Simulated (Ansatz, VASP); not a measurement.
**Rh in VASP and in Ansatz**

INCAR

```
PREC = Accurate
ENCUT = 520
EDIFF = 1E-7
ISMEAR = -1
SIGMA = 0.1
LREAL = False
LASPH = True
NELM = 60
ALGO = Normal
ISIF = 2
LWAVE = False
LCHARG = False
GGA = B5
ALDAX = 1.0
AGGAX = 1.0
AGGAC = 1.0
ALDAC = 0.0
NBANDS = 22
```

The input KPOINTS:

```
regular mesh
0
Gamma
  14 14 13
```

Contents of POSCAR:

```
Rh
1.0
   -2.7479798311      3.1647497818      1.3586846103
    3.1647497818     -2.7479798311      1.3586846103
    1.9362966386      1.9362966386     -0.5953696824
Rh
2
Direct
    0.0101195011      0.9898804989      0.0000000000
    0.7398804989      0.2601195011      0.5000000000
```

Input for Ansatz:

```yaml
crystal:
  lattice:
    - [-2.7479798311, 3.1647497818, 1.3586846103]
    - [3.1647497818, -2.7479798311, 1.3586846103]
    - [1.9362966386, 1.9362966386, -0.5953696824]
  atoms:
    - { symbol: Rh, position: [0.0101195011, 0.9898804989, 0.0] }
    - { symbol: Rh, position: [0.7398804989, 0.2601195011, 0.5] }
hamiltonian:
  xc: blyp
  pseudopotentials:
    kind: paw
    azcp:
      Rh: "pseudopotentials/Rh.paw.azcp"
basis:
  ecutwfc: 420
  fft_grid_basis: typed
kpoints:
  mp_grid: { grid: [14, 14, 13], shift: [0, 0, 0] }
magnetization:
  spin_polarized: false
scf:
  occupations: { method: fermi_dirac, width: 0.1 }
  lower_state_search: "off"
output:
  stress: true
  write_density: true
  write_potential: true
  elf: true
  volumetric_format: npy
```

Alike in both runs: task single point; functional BLYP; k mesh 14 × 14 × 13; occupations fermi-dirac, width 0.1 eV; no spin polarisation.

|  | VASP | Ansatz |
| --- | --- | --- |
| version | VASP 6.6.1 | Ansatz 0.2.0 |
| potentials or method | VASP PAW PBE potentials, release 64 (Rh_pv), cutoff 520 eV | plane waves (420 eV) with PAW, scalar-relativistic |
| valence electrons in the cell | 30 | 34 |

|  | VASP | Ansatz | Ansatz less VASP |
| --- | --- | --- | --- |
| pressure (GPa) | -6.5 | -6.9 | -0.43 |
| traceless stress, the component that is largest in VASP (GPa) | 0.64 | 0.73 | +0.089 |

VASP's potentials were made for PBE, not for BLYP. VASP's potentials hold 30 valence electrons a cell and Ansatz's 34, so a difference there can come from the potentials and not from the codes.
